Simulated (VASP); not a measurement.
# Cr (Im-3m) in VASP: further runs, part 2 of 2

VASP 6.6.1. The steps go on from the part before.

### 4 Density of states, LDA

Contents of POSCAR:

```
Cr
1.0
   -1.3942323889      1.3942323889      1.3942323889
    1.3942323889     -1.3942323889      1.3942323889
    1.3942323889      1.3942323889     -1.3942323889
Cr
1
Direct
    0.0000000000      0.0000000000      0.0000000000
```

Contents of INCAR.step1:

```
SYSTEM = Cr
ALGO     = Normal         ! electronic algorithm
EDIFF    = 1E-7           ! SCF threshold, eV
ENCUT    = 520            ! plane-wave cutoff, eV
ISIF     = 2              ! what is computed and relaxed
ISMEAR   = 0              ! smearing method
LASPH    = .TRUE.         ! aspherical terms in the spheres
LCHARG   = .TRUE.         ! write CHGCAR
LMAXMIX  = 4              ! l up to which the mixer works
LREAL    = .FALSE.        ! projectors in reciprocal space
LWAVE    = .FALSE.        ! write WAVECAR
NBANDS   = 12             ! bands
NELM     = 100            ! most SCF steps
PREC     = Accurate       ! precision mode
SIGMA    = 0.05           ! smearing width, eV
```

Contents of KPOINTS.step1:

```
k-points
0
G
  22 22 22
  0 0 0
```

Contents of INCAR.step2:

```
SYSTEM = Cr
ALGO     = Normal         ! electronic algorithm
EDIFF    = 1E-7           ! SCF threshold, eV
ENCUT    = 520            ! plane-wave cutoff, eV
ICHARG   = 11             ! starting density
ISIF     = 2              ! what is computed and relaxed
ISMEAR   = -5             ! smearing method
LASPH    = .TRUE.         ! aspherical terms in the spheres
LCHARG   = .FALSE.        ! write CHGCAR
LMAXMIX  = 4              ! l up to which the mixer works
LORBIT   = 10             ! projections on sites
LREAL    = .FALSE.        ! projectors in reciprocal space
LWAVE    = .FALSE.        ! write WAVECAR
NEDOS    = 1001           ! points of the DOS
NELM     = 100            ! most SCF steps
PREC     = Accurate       ! precision mode
SIGMA    = 0.05           ! smearing width, eV
```

Contents of KPOINTS.step2:

```
k-points
0
G
  33 33 33
  0 0 0
```

Potentials or basis: VASP PAW LDA potentials, release 64 (Cr_pv).

Launch:

```bash
$ cat potpaw_LDA.64/Cr_pv/POTCAR > POTCAR
$ cp INCAR.step1 INCAR
$ cp KPOINTS.step1 KPOINTS
$ mpirun -np 1 vasp_std > vasp.out
$ cp INCAR.step2 INCAR
$ cp KPOINTS.step2 KPOINTS
$ mpirun -np 1 vasp_std > vasp.out
```

OUTCAR:

```text
SYSTEM = Cr
   EDIFF = 1E-7
   ENCUT = 520
   ICHARG = 11
   ISIF = 2
   ISMEAR = -5
   LASPH = .TRUE.
   LORBIT = 10
   LREAL = .FALSE.
   NELM = 100
   PREC = Accurate

 ion  position               nearest neighbor table
   1  0.000  0.000  0.000-

  LATTYP: Found a body centered cubic cell.
 ALAT       =     2.7884647778

  Lattice vectors:

 A1 = (  -1.3942323889,   1.3942323889,   1.3942323889)
 A2 = (   1.3942323889,  -1.3942323889,   1.3942323889)
 A3 = (   1.3942323889,   1.3942323889,  -1.3942323889)

Analysis of symmetry for initial positions (statically):
=====================================================================
 Subroutine PRICEL returns:
 Original cell was already a primitive cell.

 Routine SETGRP: Setting up the symmetry group for a
 body centered cubic supercell.

 Subroutine GETGRP returns: Found 48 space group operations
 (whereof 48 operations were pure point group operations)
 out of a pool of 48 trial point group operations.

The static configuration has the point symmetry O_h .

Analysis of symmetry for dynamics (positions and initial velocities):
=====================================================================
 Subroutine PRICEL returns:
[... 163 lines left out ...]

 k-point     1 :       0.0000    0.0000    0.0000
  band No.  band energies     occupation
      1     -30.5146      2.00000
      2     -30.5146      2.00000
      3     -30.5146      2.00000
      4       3.7273      2.00000
      5      10.7236      2.00000
      6      10.7236      2.00000
      7      10.7236      2.00000
      8      12.9020      0.00000
      9      12.9020      0.00000
     10      17.1139      0.00000
[... 287 lines left out ...]
 k-point    24 :       0.2121    0.0303    0.0000
  band No.  band energies     occupation
      1     -31.0276      2.00000
      2     -30.6694      2.00000
      3     -30.5227      2.00000
      4       5.8179      2.00000
      5       9.9433      2.00000
      6      10.3932      2.00000
      7      12.3033     -0.00004
      8      12.5117      0.00000
      9      13.0189      0.00000
     10      17.1136      0.00000

 [... further k-points ...]
[... 5 lines left out ...]
  --------------------------------------------------------------------------------------
  -------------------------------------------------------------------------------------
  Total       -0.0536762     -0.0536762     -0.0536762      0.0000000      0.0000000      0.0000000
  in kB       -7.9328046     -7.9328046     -7.9328046      0.0000000      0.0000000      0.0000000
  external PRESSURE =      -7.9328046 kB  Pullay stress =       0.0000000 kB

 VOLUME and BASIS-vectors are now :
 -----------------------------------------------------------------------------
  energy-cutoff  :      520.00
  volume of cell :       10.84
      direct lattice vectors                 reciprocal lattice vectors
    -1.394232389  1.394232389  1.394232389     0.000000000  0.358620273  0.358620273
     1.394232389 -1.394232389  1.394232389     0.358620273  0.000000000  0.358620273
     1.394232389  1.394232389 -1.394232389     0.358620273  0.358620273  0.000000000

 POSITION                                       TOTAL-FORCE (eV/Angst)
 -----------------------------------------------------------------------------------
      0.00000      0.00000      0.00000         0.000000      0.000000      0.000000
 -----------------------------------------------------------------------------------
    total drift:                               -0.000000     -0.000000      0.000000

  FREE ENERGIE OF THE ION-ELECTRON SYSTEM (eV)
  ---------------------------------------------------
  free  energy   TOTEN  =       -10.6289776496 eV

  energy  without entropy=      -10.6289776496  energy(sigma->0) =      -10.62897765

 total charge

# of ion       s       p       d       tot
------------------------------------------
    1        0.449   6.442   4.314  11.204
```

OUTCAR.step1:

```text
SYSTEM = Cr
   EDIFF = 1E-7
   ENCUT = 520
   ISIF = 2
   ISMEAR = 0
   LASPH = .TRUE.
[... 578 lines left out ...]
 -----------------------------------------------------------------------------------
      0.00000      0.00000      0.00000         0.000000      0.000000     -0.000000
 -----------------------------------------------------------------------------------
    total drift:                                0.000000     -0.000000      0.000000

  FREE ENERGIE OF THE ION-ELECTRON SYSTEM (eV)
  ---------------------------------------------------
  free  energy   TOTEN  =       -10.6272779403 eV

  energy  without entropy=      -10.6260023094  energy(sigma->0) =      -10.62664012
```

It took 1.9 min on 1 thread of AMD EPYC 7R43 (Zen 3), shared host; peak memory 0.25 GiB.

What came out:

```yaml
Valence_electrons_inside_the_program's_atomic_spheres: Cr 11.20
```

Caveat: the run has no spin polarisation, though such a crystal can be magnetic; tetrahedron occupations give inexact forces and stress in metals.

### 5 Overview

```csv
task,cell,further INCAR settings,k mesh for the DOS,occupations for the DOS,gap on the mesh (eV),pressure (GPa)
electric field gradients,"a = 2.415 Å, angles 109.5°, 1 atom",ALGO = Fast; EDIFF = 1e-08; NBANDS = 12,-,-,none,0.1
electric field gradients,"a = 2.498 Å, angles 109.5°, 1 atom",ALGO = Fast; EDIFF = 1e-08; NBANDS = 12,-,-,none,-24.5
density of states,"a = 2.415 Å, angles 109.5°, 1 atom",ALGO = Normal; EDIFF = 1e-07,33 × 33 × 33,tetrahedron,-,-
```

Alike in all rows: level LDA; potentials or basis VASP PAW LDA potentials, release 64 (Cr_pv); no spin polarisation; k mesh 22 × 22 × 22; cutoff (eV) 520; smearing gaussian 0.05 eV.

Caveats: the run has no spin polarisation, though such a crystal can be magnetic; tetrahedron occupations give inexact forces and stress in metals (some runs).

Total energies depend on the potentials used, so only differences within one code and one set of settings carry meaning.
